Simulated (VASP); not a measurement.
Here is a VASP 6.6.1 calculation.

The input INCAR:

```
  ALGO = Normal
  EDIFF = 1E-8
  ENCUT = 520
  GGA = PE
  ISIF = 2
  ISMEAR = -1
  LASPH = T
  LCHARG = F
  LEFG = T
  LREAL = Auto
  LUSENCCL = F
  LWAVE = F
  NBANDS = 276
  NELM = 80
  PREC = Accurate
  SIGMA = 0.01
```

Contents of KPOINTS:

```
k-points
0
Gamma
  2 2 2
```

The input POSCAR:

```
Ga27Sb26As
1.0
    0.0000000000      9.1770000000      9.1770000000
    9.1770000000      0.0000000000      9.1770000000
    9.1770000000      9.1770000000      0.0000000000
Ga As Sb
27 1 26
Direct
    0.0000000000      0.0000000000      0.0000000000
    0.0000000000      0.0000000000      0.3333333333
    0.0000000000      0.0000000000      0.6666666667
    0.0000000000      0.3333333333      0.0000000000
    0.0000000000      0.3333333333      0.3333333333
    0.0000000000      0.3333333333      0.6666666667
    0.0000000000      0.6666666667      0.0000000000
    0.0000000000      0.6666666667      0.3333333333
    0.0000000000      0.6666666667      0.6666666667
    0.3333333333      0.0000000000      0.0000000000
    0.3333333333      0.0000000000      0.3333333333
    0.3333333333      0.0000000000      0.6666666667
    0.3333333333      0.3333333333      0.0000000000
    0.3333333333      0.3333333333      0.3333333333
    0.3333333333      0.3333333333      0.6666666667
    0.3333333333      0.6666666667      0.0000000000
    0.3333333333      0.6666666667      0.3333333333
    0.3333333333      0.6666666667      0.6666666667
    0.6666666667      0.0000000000      0.0000000000
    0.6666666667      0.0000000000      0.3333333333
    0.6666666667      0.0000000000      0.6666666667
    0.6666666667      0.3333333333      0.0000000000
    0.6666666667      0.3333333333      0.3333333333
    0.6666666667      0.3333333333      0.6666666667
    0.6666666667      0.6666666667      0.0000000000
    0.6666666667      0.6666666667      0.3333333333
    0.6666666667      0.6666666667      0.6666666667
    0.0833333333      0.0833333333      0.0833333333
    0.0833333333      0.0833333333      0.4166666667
    0.0833333333      0.0833333333      0.7500000000
    0.0833333333      0.4166666667      0.0833333333
    0.0833333333      0.4166666667      0.4166666667
    0.0833333333      0.4166666667      0.7500000000
    0.0833333333      0.7500000000      0.0833333333
    0.0833333333      0.7500000000      0.4166666667
    0.0833333333      0.7500000000      0.7500000000
    0.4166666667      0.0833333333      0.0833333333
    0.4166666667      0.0833333333      0.4166666667
    0.4166666667      0.0833333333      0.7500000000
    0.4166666667      0.4166666667      0.0833333333
    0.4166666667      0.4166666667      0.4166666667
    0.4166666667      0.4166666667      0.7500000000
    0.4166666667      0.7500000000      0.0833333333
    0.4166666667      0.7500000000      0.4166666667
    0.4166666667      0.7500000000      0.7500000000
    0.7500000000      0.0833333333      0.0833333333
    0.7500000000      0.0833333333      0.4166666667
    0.7500000000      0.0833333333      0.7500000000
    0.7500000000      0.4166666667      0.0833333333
    0.7500000000      0.4166666667      0.4166666667
    0.7500000000      0.4166666667      0.7500000000
    0.7500000000      0.7500000000      0.0833333333
    0.7500000000      0.7500000000      0.4166666667
    0.7500000000      0.7500000000      0.7500000000
```

Potentials or basis: VASP PAW PBE potentials, release 64 (Ga_d, As, Sb).

Command:

```sh
$ cat potpaw_PBE.64/Ga_d/POTCAR potpaw_PBE.64/As/POTCAR potpaw_PBE.64/Sb/POTCAR > POTCAR
$ mpirun -np 1 vasp_std > vasp.out
```

Problem. Predict the pressure.

Solution. 2.2 GPa.

Problem. Predict the largest force.

Solution. 0.860 eV/Å.

Electric field gradients, principal values (V/Å²):
```csv
atom,least,middle,greatest (by size)
1 Ga,-11.815,-11.815,23.629
2 Ga,-11.812,-11.828,23.639
3 Ga,-0.235,-0.289,0.524
4 Ga,-11.812,-11.828,23.639
5 Ga,-0.049,-0.287,0.335
6 Ga,-0.047,-0.289,0.336
7 Ga,-0.235,-0.289,0.524
8 Ga,-0.047,-0.289,0.336
9 Ga,-0.244,-0.284,0.528
10 Ga,-11.812,-11.828,23.639
11 Ga,-0.049,-0.287,0.335
12 Ga,-0.047,-0.289,0.336
13 Ga,-0.049,-0.287,0.335
14 Ga,0.001,0.001,-0.003
15 Ga,-0.043,-0.284,0.328
16 Ga,-0.047,-0.289,0.336
17 Ga,-0.043,-0.284,0.328
18 Ga,0.019,0.022,-0.040
19 Ga,-0.235,-0.289,0.524
20 Ga,-0.047,-0.289,0.336
21 Ga,-0.244,-0.284,0.528
22 Ga,-0.047,-0.289,0.336
23 Ga,-0.043,-0.284,0.328
24 Ga,0.019,0.022,-0.040
25 Ga,-0.244,-0.284,0.528
26 Ga,0.019,0.022,-0.040
27 Ga,0.022,0.022,-0.044
28 As,0.000,0.000,0.000
29 Sb,-0.728,-4.150,4.878
30 Sb,-0.728,-4.151,4.878
31 Sb,-0.728,-4.150,4.878
32 Sb,-0.517,-0.517,1.034
33 Sb,-0.727,-4.150,4.878
34 Sb,-0.728,-4.151,4.878
35 Sb,-0.727,-4.150,4.878
36 Sb,-0.399,-0.400,0.800
37 Sb,-0.728,-4.150,4.878
38 Sb,-0.517,-0.517,1.034
39 Sb,-0.727,-4.150,4.878
40 Sb,-0.517,-0.517,1.034
41 Sb,-0.517,-0.517,1.034
42 Sb,0.127,0.647,-0.774
43 Sb,-0.727,-4.150,4.878
44 Sb,0.127,0.647,-0.774
45 Sb,0.127,0.647,-0.774
46 Sb,-0.728,-4.151,4.878
47 Sb,-0.727,-4.150,4.878
48 Sb,-0.399,-0.400,0.800
49 Sb,-0.727,-4.150,4.878
50 Sb,0.127,0.647,-0.774
51 Sb,0.127,0.647,-0.774
52 Sb,-0.399,-0.400,0.800
53 Sb,0.127,0.647,-0.774
54 Sb,-0.400,-0.400,0.800
```

Caveat: without QUAD_EFG the Cq values of the log hold for a quadrupole moment of 1 mb, not for the nuclei.
